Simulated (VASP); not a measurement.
Here is a VASP 6.6.1 calculation.

INCAR

```
SYSTEM = GePt
PREC = Accurate
ENCUT = 600
EDIFF = 1E-6
ISMEAR = 0
SIGMA = 0.1
LREAL = .False.
LASPH = .True.
NELM = 80
ALGO = Normal
ISIF = 3
LWAVE = .False.
LCHARG = .False.
GGA = PE
IBRION = 2
NSW = 100
EDIFFG = -0.01
```

Contents of KPOINTS:

```
Automatic mesh
0
Gamma
  18 18 18
  0 0 0
```

File POSCAR:

```
GePt
1.0
    0.0000000000      2.8138738500      2.8138738500
    2.8138738500      0.0000000000      2.8138738500
    2.8138738500      2.8138738500      0.0000000000
Ge Pt
1 1
Direct
    0.0000000000      0.0000000000      0.0000000000
    0.2500000000      0.2500000000      0.2500000000
```

Potentials or basis: VASP PAW PBE potentials, release 64 (Ge_d, Pt).

Launch:

```bash
$ cat potpaw_PBE.64/Ge_d/POTCAR potpaw_PBE.64/Pt/POTCAR > POTCAR
$ mpirun -np 1 vasp_std > vasp.out
```

**Question.** What does it give for the relaxed cell?

**Answer.** a = 3.982 Å, b = 3.982 Å, c = 3.982 Å, α = 60.00°, β = 60.00°, γ = 60.00°.

**Question.** Estimate the band gap on the k mesh.

**Answer.** Zero (bands 12 and 13 overlap by 5.32 eV).

**Question.** Predict the space group after relaxing (to 0.1 Å).

**Answer.** F-43m (No. 216).

**Question.** Estimate the relaxed volume.

**Answer.** 22.32 Å³/atom.

Final structure:
```
CELL_PARAMETERS angstrom
0.00000 2.81556 2.81556
2.81556 0.00000 2.81556
2.81556 2.81556 0.00000
ATOMIC_POSITIONS crystal
Ge 0.00000 0.00000 0.00000
Pt 0.25000 0.25000 0.25000
```

Caveat: spin-orbit coupling is left out, which moves the levels of the heavy elements.
